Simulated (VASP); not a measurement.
Here is a VASP 6.6.1 calculation.

The input POSCAR:

```
SiO2
1.0
    6.9111358108      0.0000000000      0.0000000000
    0.0000000000      6.9111358108      0.0000000000
    0.0000000000      0.0000000000      6.4208241540
Si O
5 10
Direct
    0.2694066852      0.0000000000      0.1193275734
    0.0000000000      0.7305933148      0.8806724266
    0.0000000000      0.2694066852      0.8806724266
    0.7305933148      0.0000000000      0.1193275734
    0.0000000000      0.0000000000      0.5000000000
    0.1917332144      0.0000000000      0.3564273193
    0.0000000000      0.8082667856      0.6435726807
    0.0000000000      0.1917332144      0.6435726807
    0.8082667856      0.0000000000      0.3564273193
    0.1912199125      0.1912199125      0.0000000000
    0.1912199125      0.8087800875      0.0000000000
    0.8087800875      0.1912199125      0.0000000000
    0.8087800875      0.8087800875      0.0000000000
    0.5000000000      0.0000000000      0.1205136191
    0.0000000000      0.5000000000      0.8794863809
```

The input INCAR.step1:

```
SYSTEM = SiO2
PREC = Accurate ; ENCUT = 520
ISMEAR = 0 ; SIGMA = 0.02
LREAL = Auto ; LASPH = .TRUE.
NELM = 80 ; NBANDS = 53
GGA = PE ; ALGO = Normal
EDIFF = 1E-4 ; LWAVE = .TRUE.
LCHARG = .FALSE.
```

INCAR.step2

```
SYSTEM = SiO2
PREC = Accurate ; ENCUT = 520
EDIFF = 1E-6 ; ISMEAR = 0
SIGMA = 0.02 ; LREAL = Auto
LASPH = .TRUE. ; NELM = 80
ALGO = Normal ; ISIF = 2
LWAVE = .FALSE. ; LCHARG = .FALSE.
METAGGA = R2SCAN ; LMIXTAU = .TRUE.
NBANDS = 53 ; ISTART = 1
```

The input KPOINTS:

```
Automatic mesh
0
G
  4 4 4
  0 0 0
```

Potentials or basis: VASP PAW PBE potentials, release 64 (Si, O).

Launch:

```bash
$ cat potpaw_PBE.64/Si/POTCAR potpaw_PBE.64/O/POTCAR > POTCAR
$ cp INCAR.step1 INCAR
$ mpirun -np 1 vasp_std > vasp.out
$ cp INCAR.step2 INCAR
$ mpirun -np 1 vasp_std > vasp.out
```

(1) Predict the band gap on the k mesh.

(2) Predict the pressure.

(3) Estimate the largest force.

## Answers

(1) 6.41 eV (least direct gap 6.46 eV).

(2) 0.1 GPa.

(3) 0.096 eV/Å.

Caveat: the PAW data sets were made with another functional, which shifts forces and pressure a little.
